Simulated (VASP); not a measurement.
# MgO in VASP: relaxation of the atoms with PBE+D3(BJ)

Aim: the relaxation of the atoms of MgO with PBE+D3(BJ).

Everything below comes from runs of VASP 6.6.1. Logs are shortened: lines on timing, memory, paths and dates and some standing lists are left out, and cuts for length are marked.

**1. The cell of the first run**

The cell holds a slab with vacuum, 24 atoms: a = 5.897 Å, b = 5.897 Å, c = 19.018 Å, α = 90.00°, β = 90.00°, γ = 60.00°.

**2. Relaxation of the atoms, PBE+D3(BJ)**

Contents of INCAR:

```
PREC = Accurate
ENCUT = 520
EDIFF = 1E-6
ISMEAR = -1
SIGMA = 0.05
LREAL = Auto
LASPH = True
NELM = 60
ALGO = Normal
ISIF = 2
LWAVE = False
LCHARG = False
GGA = PE
IVDW = 12
IBRION = 2
NSW = 45
EDIFFG = -0.08
```

Contents of KPOINTS:

```
Automatic mesh
0
Gamma
  2 2 1
```

Contents of POSCAR:

```
MgO
1.0
    5.8968460000      0.0000000000      0.0000000000
    2.9484230000      5.1068190000      0.0000000000
    0.0000000000      0.0000000000     19.0184440000
Mg O
12 12
Selective dynamics
Direct
    0.0000000000      0.0000000000      0.0525805000  F F F
    0.0000000000      0.5000000000      0.0525805000  F F F
    0.5000000000      0.0000000000      0.0525805000  F F F
    0.5000000000      0.5000000000      0.0525805000  F F F
    0.6666667000      0.6666667000      0.1791617000  T T T
    0.6666667000      0.1666667000      0.1791617000  T T T
    0.1666667000      0.6666667000      0.1791617000  T T T
    0.1666667000      0.1666667000      0.1791617000  T T T
    0.3333333000      0.3333333000      0.3057429000  T T T
    0.3333333000      0.8333333000      0.3057429000  T T T
    0.8333333000      0.3333333000      0.3057429000  T T T
    0.8333333000      0.8333333000      0.3057429000  T T T
    0.3333333000      0.8333333000      0.1158711000  F F F
    0.3333333000      0.3333333000      0.1158711000  F F F
    0.8333333000      0.8333333000      0.1158711000  F F F
    0.8333333000      0.3333333000      0.1158711000  F F F
    0.0000000000      0.5000000000      0.2424523000  T T T
    0.0000000000      0.0000000000      0.2424523000  T T T
    0.5000000000      0.5000000000      0.2424523000  T T T
    0.5000000000      0.0000000000      0.2424523000  T T T
    0.6666667000      0.1666667000      0.3690335000  T T T
    0.6666667000      0.6666667000      0.3690335000  T T T
    0.1666667000      0.1666667000      0.3690335000  T T T
    0.1666667000      0.6666667000      0.3690335000  T T T
```

Potentials or basis: VASP PAW PBE potentials, release 64 (Mg, O).

Started as:

```
cat potpaw_PBE.64/Mg/POTCAR potpaw_PBE.64/O/POTCAR > POTCAR
mpirun -np 1 vasp_std > vasp.out
```

OUTCAR:

```text
PREC = Accurate
   ENCUT = 520
   EDIFF = 1E-6
   ISMEAR = -1
   LREAL = Auto
   LASPH = True
   NELM = 60
   ISIF = 2
   GGA = PE
   IVDW = 12
   IBRION = 2
   NSW = 45
   EDIFFG = -0.08
 IVDW          = 12

 ion  position               nearest neighbor table
   1  0.000  0.000  0.053-  13 2.08  16 2.08  15 2.08   3 2.95   3 2.95   6 2.95   7 2.95   2 2.95
                             4 2.95   2 2.95   4 2.95   8 2.95
   2  0.000  0.500  0.053-  14 2.08  15 2.08  16 2.08   4 2.95   4 2.95   5 2.95   8 2.95   1 2.95
                             3 2.95   3 2.95   1 2.95   7 2.95
   3  0.500  0.000  0.053-  15 2.08  14 2.08  13 2.08   1 2.95   1 2.95   8 2.95   5 2.95   2 2.95
                             4 2.95   4 2.95   2 2.95   6 2.95
   4  0.500  0.500  0.053-  16 2.08  13 2.08  14 2.08   2 2.95   2 2.95   7 2.95   6 2.95   1 2.95
                             3 2.95   1 2.95   3 2.95   5 2.95
   5  0.667  0.667  0.179-  15 2.08  17 2.08  20 2.08  19 2.08  13 2.08  16 2.08  12 2.95   7 2.95
                             7 2.95   2 2.95   3 2.95   6 2.95   8 2.95   6 2.95   8 2.95  10 2.95
   6  0.667  0.167  0.179-  16 2.08  18 2.08  19 2.08  20 2.08  14 2.08  15 2.08  11 2.95   8 2.95
                             8 2.95   1 2.95   4 2.95   5 2.95   7 2.95   7 2.95   5 2.95   9 2.95
   7  0.167  0.667  0.179-  13 2.08  19 2.08  18 2.08  17 2.08  15 2.08  14 2.08  10 2.95   5 2.95
                             5 2.95   4 2.95   1 2.95   6 2.95   8 2.95   8 2.95   6 2.95  12 2.95
   8  0.167  0.167  0.179-  14 2.08  20 2.08  17 2.08  18 2.08  16 2.08  13 2.08   9 2.95   6 2.95
                             6 2.95   3 2.95   2 2.95   5 2.95   7 2.95   5 2.95   7 2.95  11 2.95
   9  0.333  0.333  0.306-  23 2.08  17 2.08  20 2.08  19 2.08  21 2.08  24 2.08   8 2.95  11 2.95
[... 26 lines left out ...]
 A1 = (  -2.9484230000,  -5.1068190000,   0.0000000000)
 A2 = (   5.8968460000,   0.0000000000,   0.0000000000)
 A3 = (   0.0000000000,   0.0000000000,  19.0184440000)

Analysis of symmetry for initial positions (statically):
=====================================================================
 Subroutine PRICEL returns following result:

  LATTYP: Found a hexagonal cell.
 ALAT       =     2.9484232433
 C/A-ratio  =     6.4503778565
[... 12 lines left out ...]
 Subroutine GETGRP returns: Found  6 space group operations
 (whereof  6 operations were pure point group operations)
 out of a pool of 24 trial point group operations.

The static configuration has the point symmetry C_3v.

Analysis of symmetry for dynamics (positions and initial velocities):
=====================================================================
 Subroutine PRICEL returns following result:

  LATTYP: Found a hexagonal cell.
 ALAT       =     2.9484232433
 C/A-ratio  =     6.4503778565
[... 12 lines left out ...]
 Subroutine GETGRP returns: Found  6 space group operations
 (whereof  6 operations were pure point group operations)
 out of a pool of 24 trial point group operations.

The dynamic configuration has the point symmetry C_3v.

Analysis of constrained symmetry for selective dynamics:
=====================================================================
 Subroutine PRICEL returns following result:

  LATTYP: Found a hexagonal cell.
 ALAT       =     2.9484232433
 C/A-ratio  =     6.4503778565
[... 12 lines left out ...]
 Subroutine GETGRP returns: Found  6 space group operations
 (whereof  6 operations were pure point group operations)
 out of a pool of 24 trial point group operations.

The constrained configuration has the point symmetry C_3v.

 Subroutine INISYM returns: Found  6 space group operations
 (whereof  6 operations are pure point group operations),
 and found     4 'primitive' translations

----------------------------------------------------------------------------------------

                                     Primitive cell

  volume of cell :     143.1810

  direct lattice vectors                    reciprocal lattice vectors
    -1.474211500 -2.553409500  0.000000000     0.000000000 -0.391633226  0.000000000
     2.948423000  0.000000000  0.000000000     0.339164360 -0.195816613  0.000000000
     0.000000000  0.000000000 19.018444000     0.000000000  0.000000000  0.052580537

  length of vectors
     2.948423243  2.948423000 19.018444000     0.391633226  0.391633258  0.052580537

  position of ions in fractional coordinates (direct lattice)
     0.000000000  0.000000000  0.052580500
     0.666666600  0.333333400  0.179161700
     0.333333400  0.666666600  0.305742900
     0.333333400  0.666666600  0.115871100
     0.000000000  0.000000000  0.242452300
     0.666666600  0.333333400  0.369033500

  ion indices of the primitive-cell ions
   primitive index   ion index
                 1           1
                 2           8
                 3          12
                 4          15
                 5          18
                 6          23

----------------------------------------------------------------------------------------

 KPOINTS: Automatic mesh

Automatic generation of k-mesh.
 Grid dimensions read from file:
 generate k-points for:    2    2    1

 Generating k-lattice:

  Cartesian coordinates                     Fractional coordinates (reciprocal lattice)
     0.084791090 -0.048954153  0.000000000     0.500000000  0.000000000  0.000000000
     0.000000000  0.097908307  0.000000000     0.000000000  0.500000000  0.000000000
     0.000000000  0.000000000  0.052580537     0.000000000  0.000000000  1.000000000

  Length of vectors
     0.097908315  0.097908307  0.052580537

  Shift w.r.t. Gamma in fractional coordinates (k-lattice)
     0.000000000  0.000000000  0.000000000

 Subroutine IBZKPT returns following result:
 ===========================================

 Found      2 irreducible k-points:

 Following reciprocal coordinates:
            Coordinates               Weight
  0.000000  0.000000  0.000000      1.000000
  0.500000  0.000000  0.000000      3.000000
   k-points           NKPTS =      2   k-points in BZ     NKDIM =      2   number of bands    NBANDS=     61
   number of dos      NEDOS =    301   number of ions     NIONS =     24
   total plane-waves  NPLWV = 331776
   dimension x,y,z NGX =    48 NGY =   48 NGZ =  144
   dimension x,y,z NGXF=    96 NGYF=   96 NGZF=  288
   ions per type =              12  12
   NGX,Y,Z   is equivalent  to a cutoff of  13.53, 13.53, 12.59 a.u.
   NGXF,Y,Z  is equivalent  to a cutoff of  27.06, 27.06, 25.17 a.u.
 SYSTEM =  unknown system
   PREC   = accura    normal or accurate (medium, high low for compatibility)
   ISTART =      0    job   : 0-new  1-cont  2-samecut
   ICHARG =      2    charge: 1-file 2-atom 10-const
   ISPIN  =      1    spin polarized calculation?
   LNONCOLLINEAR =      F non collinear calculations
   LSORBIT =      F    spin-orbit coupling
   LASPH  =      T    aspherical Exc in radial PAW
   ENCUT  =  520.0 eV  38.22 Ry    6.18 a.u.  10.96 10.96 35.36*2*pi/ulx,y,z
   NELM   =     60;   NELMIN=  2; NELMDL= -5     # of ELM steps
   EDIFF  = 0.1E-05   stopping-criterion for ELM
   LREAL  =      T    real-space projection
   EDIFFG = -.8E-01   stopping-criterion for IOM
   NSW    =     45    number of steps for IOM
   IBRION =      2    ionic relax: 0-MD 1-quasi-New 2-CG
   NFREE  =      1    steps in history (QN), initial steepest desc. (CG)
   ISIF   =      2    stress and relaxation
   ISYM   =      2    0-nonsym 1-usesym 2-fastsym
   POTIM  = 0.5000    time-step for ionic-motion
   TEBEG  =    0.0;   TEEND  =   0.0 temperature during run
   PSTRESS=    0.0 pullay stress
   NELECT =      96.0000    total number of electrons
   NUPDOWN=      -1.0000    fix difference up-down
   EMIN   =  10.00;   EMAX   =-10.00  energy-range for DOS
   EFERMI =   0.00;   METHOD = LEGACY
   ISMEAR =    -1;   SIGMA  =   0.05  broadening in eV -4-tet -1-fermi 0-gaus
   EFERMI_NEDOS =   21; number of points for ismear=-14 and -15
   IALGO  =     38    algorithm
   IMIX   =      4    mixing-type and parameters
     AMIX     =   0.40;   BMIX     =  1.00
     AMIX_MAG =   1.60;   BMIX_MAG =  1.00
  volume/ion in A,a.u.               =      23.86       161.04
  Fermi-wavevector in a.u.,A,eV,Ry     =   0.902645  1.705751 11.085584  0.814767
  Thomas-Fermi vector in A             =   2.025873
   LORBIT       =      0    0 simple, 1 ext, 2 COOP (PROOUT), +10 PAW based schemes
   GGA     = PE    functional components
   LHFCALC =     F    Hartree Fock is set to
   AEXX    =    0.0000 exact exchange contribution
   IVDW    =    12    specifies the selected vdW correction
   LEPSILON=     F    determine dielectric tensor
   LRPA    =     F    only Hartree local field effects (RPA)
 conjugate gradient relaxation of ions
 non-spin polarized calculation
  energy-cutoff  :      520.00
  volume of cell :      572.72
 maximum number of plane-waves:     15420
 NGX is ok and might be reduce to    48
   NGX = 21   NGY = 21   NGZ = 71

--------------------------------------- Ionic step        1  -------------------------------------------

 number of electron      95.9999991 magnetization

 Free energy of the ion-electron system (eV)
  ---------------------------------------------------
  ext. energy  EPLUGINS =         0.00000000
  ---------------------------------------------------
  free energy    TOTEN  =      -121.49432985 eV

  energy without entropy =     -121.40149064  energy(sigma->0) =     -121.44791025

------------------------ aborting loop because EDIFF is reached ----------------------------------------

 Edisp (eV)   -5.11006

 E8    (eV) :    -2.0821
[... 171 lines left out ...]
  FREE ENERGIE OF THE ION-ELECTRON SYSTEM (eV)
  ---------------------------------------------------
  free  energy   TOTEN  =      -127.4739436919 eV

  energy  without entropy=     -127.2632997089  energy(sigma->0) =     -127.36862170

[... ionic steps 4 to 12 ...]

--------------------------------------- Ionic step       13  -------------------------------------------

 number of electron      95.9999991 magnetization

------------------------ aborting loop because EDIFF is reached ----------------------------------------
[... 119 lines left out ...]
--------------------------------------- Ionic step       15  -------------------------------------------

 number of electron      95.9999988 magnetization

 Free energy of the ion-electron system (eV)
  ---------------------------------------------------
  ext. energy  EPLUGINS =         0.00000000
  ---------------------------------------------------
  free energy    TOTEN  =      -122.66226696 eV

  energy without entropy =     -122.42839837  energy(sigma->0) =     -122.54533267

 E-fermi :  -2.5659     XC(G=0):  -5.3915

 val. band max:       -2.6446125263   @ k =   0.5000   0.0000   0.0000
 cond. band min:      -2.5550530315   @ k =   0.5000   0.0000   0.0000
 fundamental gap:      0.0895594949
 Fermi energy:        -2.5658646582

 k-point     1 :       0.0000    0.0000    0.0000
  band No.  band energies     occupation
      1     -21.1826      2.00000
      2     -20.2586      2.00000
      3     -20.2586      2.00000
      4     -20.2586      2.00000
      5     -19.8730      2.00000
      6     -19.0308      2.00000
[... 52 lines left out ...]
     59       5.0575      0.00000
     60       5.1202      0.00000

 k-point     2 :       0.5000    0.0000    0.0000
  band No.  band energies     occupation
      1     -20.7489      2.00000
      2     -20.7489      2.00000
      3     -20.2693      2.00000
      4     -20.2693      2.00000
      5     -19.4784      2.00000
      6     -19.4784      2.00000
[... 52 lines left out ...]
     59       4.6424      0.00000
     60       4.6424      0.00000
 [bands above 60 left out]

------------------------ aborting loop because EDIFF is reached ----------------------------------------

 Edisp (eV)   -5.01288

 E8    (eV) :    -2.0366
[... 47 lines left out ...]
  FREE ENERGIE OF THE ION-ELECTRON SYSTEM (eV)
  ---------------------------------------------------
  free  energy   TOTEN  =      -127.6751468989 eV

  energy  without entropy=     -127.4412783055  energy(sigma->0) =     -127.55821260

 reached required accuracy - stopping structural energy minimisation
```

Run time: 28 min. Hardware: 1 thread of Intel Xeon Platinum 8559C (Emerald Rapids), shared host; peak memory 0.74 GiB.

Results:

```
Free energy                : -127.6751 eV
Energy gained by relaxing  : 44.6 meV/atom
Ionic steps                : 15
Band gap on the k mesh     : zero (bands 48 and 49 overlap by 0.26 eV)
Dispersion energy per atom : -0.209 eV
```

Step by step:
| step | energy change (eV) | largest force on free atoms (eV/Å) | pressure (GPa) |
| --- | --- | --- | --- |
| 1 | 0.0000 | 1.8308 | 1.42 |
| 2 | -0.8574 | 0.5616 | 1.92 |
| 3 | -0.8695 | 0.7745 | 2.28 |
| 4 | -0.8781 | 0.5937 | 2.14 |
| 5 | -0.9633 | 0.3035 | 2.32 |
| 6 | -0.9825 | 0.3613 | 2.47 |
| 7 | -1.0109 | 0.1754 | 2.47 |
| 8 | -1.0172 | 0.1884 | 2.48 |
| 9 | -1.0175 | 0.1905 | 2.48 |
| 10 | -1.0317 | 0.1667 | 2.35 |
| 11 | -1.0590 | 0.1001 | 1.99 |
| 12 | -1.0601 | 0.1833 | 1.29 |
| 13 | -1.0682 | 0.1217 | 1.61 |
| 14 | -1.0653 | 0.1525 | 1.57 |
| 15 | -1.0708 | 0.0203 | 1.59 |

Final structure:
```xyz
24
Lattice="5.8968 0.0000 0.0000 2.9484 5.1068 0.0000 0.0000 0.0000 19.0184" Properties=species:S:1:pos:R:3 pbc="T T T"
Mg    0.0000    0.0000    1.0000
Mg    1.4742    2.5534    1.0000
Mg    2.9484    0.0000    1.0000
Mg    4.4226    2.5534    1.0000
Mg    5.8968    3.4045    3.5743
Mg    4.4226    0.8511    3.5743
Mg    2.9484    3.4045    3.5743
Mg    1.4742    0.8511    3.5743
Mg    2.9484    1.7023    6.0540
Mg    4.4226    4.2557    6.0540
Mg    5.8968    1.7023    6.0540
Mg    7.3711    4.2557    6.0540
O     4.4226    4.2557    2.2037
O     2.9484    1.7023    2.2037
O     7.3711    4.2557    2.2037
O     5.8968    1.7023    2.2037
O     1.4742    2.5534    4.6368
O     0.0000    0.0000    4.6368
O     4.4226    2.5534    4.6368
O     2.9484    0.0000    4.6368
O     4.4226    0.8511    7.0525
O     5.8968    3.4045    7.0525
O     1.4742    0.8511    7.0525
O     2.9484    3.4045    7.0525
```

Caveat: the k points lie up to 0.62 Å⁻¹ apart; there is no dipole correction, which matters where the two faces differ.

The gap in the log of VASP goes by the Fermi energy; the results here count the filled bands.